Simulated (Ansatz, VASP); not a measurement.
Two plane-wave programs on Sn

INCAR

```
ALGO = Fast ; EDIFF = 1E-7
ENCUT = 520 ; GGA = PE
ISIF = 2 ; ISMEAR = -1
LASPH = True ; LCHARG = False
LREAL = False ; LWAVE = False
NBANDS = 13 ; NELM = 60
PREC = Accurate ; SIGMA = 0.05
```

Contents of KPOINTS:

```
k-points
0
Gamma
  10 10 10
```

POSCAR

```
Sn
1.0
   -1.8911382700      1.8977927600      1.8919322121
    1.8971113000     -1.9215372200      1.9219468871
    1.8832449900      1.9136439400     -1.9159141167
Sn
1
Direct
    0.0000000000      0.0000000000      0.0000000000
```

File input.yaml:

```yaml
crystal:
  lattice:
    - [-1.89113827, 1.89779276, 1.8919322121]
    - [1.8971113, -1.92153722, 1.9219468871]
    - [1.88324499, 1.91364394, -1.9159141167]
  atoms:
    - { symbol: Sn, position: [0.0, 0.0, 0.0] }
hamiltonian:
  xc: pbe
  pseudopotentials: { kind: paw }
kpoints:
  mp_grid: { grid: [10, 10, 10] }
scf:
  occupations: { method: fermi_dirac, width: 0.05 }
output:
  forces: true
  stress: true
  eigenvalues: true
  write_density: true
  write_potential: true
  elf: true
  volumetric_format: npy
```

Alike in both runs: task single point; functional PBE; k mesh 10 × 10 × 10; occupations fermi-dirac, width 0.05 eV; no spin polarisation.

|  | VASP | Ansatz |
| --- | --- | --- |
| version | VASP 6.6.1 | Ansatz 0.2.0 |
| potentials or method | VASP PAW PBE potentials, release 64 (Sn_d) | Ansatz PAW |
| plane-wave cutoff (eV) | 520 | 420 |
| valence electrons in the cell | 14 | 14 |

|  | VASP | Ansatz | Ansatz less VASP |
| --- | --- | --- | --- |
| gap on the k mesh at the Fermi level (eV) | none | none | - |
| pressure (GPa) | 0.1 | 0.2 | +0.06 |
| traceless stress, the component that is largest in VASP (GPa) | -0.46 | -0.46 | +0.001 |

A gap of «none» marks a metal or a gap that the smearing closes.
